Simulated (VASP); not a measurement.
Input of a VASP 6.6.1 run:

The input INCAR:

```
ALGO = Fast
EDIFF = 1E-7
ENCUT = 520
GGA = PE
ISIF = 2
ISMEAR = 0
LASPH = T
LCHARG = F
LREAL = F
LWAVE = F
NBANDS = 51
NELM = 60
PREC = Accurate
SIGMA = 0.1
```

Contents of KPOINTS:

```
k-points
0
Gamma
  3 3 4
```

The input POSCAR:

```
Ca3Ta
1.0
    7.1978557180      0.0000000000      0.0000000000
   -3.5989278590      6.2335259046      0.0000000000
    0.0000000000      0.0000000000      5.5196919051
Ca Ta
6 2
Direct
    0.8221159068      0.6442318136      0.2500000000
    0.1778840932      0.8221159068      0.7500000000
    0.3557681864      0.1778840932      0.2500000000
    0.1778840932      0.3557681864      0.7500000000
    0.8221159068      0.1778840932      0.2500000000
    0.6442318136      0.8221159068      0.7500000000
    0.3333333333      0.6666666667      0.2500000000
    0.6666666667      0.3333333333      0.7500000000
```

Potentials or basis: VASP PAW PBE potentials, release 64 (Ca_sv, Ta_pv).

Launch:

```sh
$ cat potpaw_PBE.64/Ca_sv/POTCAR potpaw_PBE.64/Ta_pv/POTCAR > POTCAR
$ mpirun -np 1 vasp_std > vasp.out
```

Question: What does it give for the pressure?

Answer: 0.0 GPa.

Question: Predict the band gap on the k mesh.

Answer: Zero (bands 41 and 42 overlap by 0.33 eV).

Stress tensor (GPa, compression positive):
```
 0.09  0.00  0.00
 0.00  0.09  0.00
 0.00  0.00 -0.10
```

Caveat: spin-orbit coupling is left out, which moves the levels of the heavy elements.
